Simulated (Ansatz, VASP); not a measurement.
**Two plane-wave programs on InSe**

```xyz
4
Lattice="3.9600 0.0000 0.0000 -1.9800 3.4295 0.0000 0.0000 0.0000 36.7212" Properties=species:S:1:pos:R:3 pbc="T T T"
Se    0.0000    0.0000   15.4921
Se    0.0000    0.0000   21.2281
In    1.9800    1.1432   16.8719
In    1.9800    1.1432   19.8483
```

Alike in both runs: task single point; functional PBE; dispersion D3(BJ); k mesh 9 × 9 × 1; occupations gaussian, width 0.02 eV; no spin polarisation.

|  | VASP | Ansatz |
| --- | --- | --- |
| version | VASP 6.6.1 | Ansatz 0.2.0 |
| potentials or method | VASP PAW PBE potentials, release 64 (Se, In_d), cutoff 520 eV | scalar-relativistic, plane waves, PAW |
| valence electrons in the cell | 38 | 58 |

VASP gave:

```
gap on the k mesh at the Fermi level (eV) : 1.83
least direct gap on the mesh (eV)         : 1.84
rms of the force components (eV/Å)        : 0.206
```

Problem. What did Ansatz give for the same quantities?

Solution. gap on the k mesh at the Fermi level (eV): 1.84; least direct gap on the mesh (eV): 1.84; rms of the force components (eV/Å): 0.206.

VASP's potentials hold 38 valence electrons a cell and Ansatz's 58, so a difference there can come from the potentials and not from the codes. Ansatz's warnings: structure snapped to symmetry.
